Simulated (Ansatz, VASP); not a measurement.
## Two plane-wave programs on Ni

```xyz
2
Lattice="-1.3837 1.3837 1.3837 1.3837 -1.3837 1.3837 2.7674 2.7674 0.0000" Properties=species:S:1:pos:R:3 pbc="T T T"
Ni    0.0000    0.0000    0.0000
Ni    1.3837    1.3837    1.3837
```

Alike in both runs: task single point; functional LDA; k mesh 13 × 13 × 8; occupations fermi-dirac, width 0.05 eV; collinear spin.

|  | VASP | Ansatz |
| --- | --- | --- |
| version | VASP 6.6.1 | Ansatz 0.2.0 |
| potentials or method | VASP PAW LDA potentials, release 64 (Ni) | PAW with Ansatz's default frozen-core files, scalar-relativistic |
| plane-wave cutoff (eV) | 520 | 420 |
| valence electrons in the cell | 20 | 36 |

```csv
,VASP,Ansatz,Ansatz less VASP
pressure (GPa),-10.8,-10.5,+0.37
"traceless stress, the component that is largest in VASP (GPa)",-0.11,-0.18,-0.069
net moment per atom (μB),0.43,0.51,+0.085
size of the moment on the site where the two differ most (μB),0.43,0.53,+0.103
```

LDA's correlation is that of Perdew and Zunger in VASP and of Perdew and Wang (1992) in Ansatz. Site moments also hang on the region over which each program counts them. VASP's potentials hold 20 valence electrons a cell and Ansatz's 36, so a difference there can come from the potentials and not from the codes.
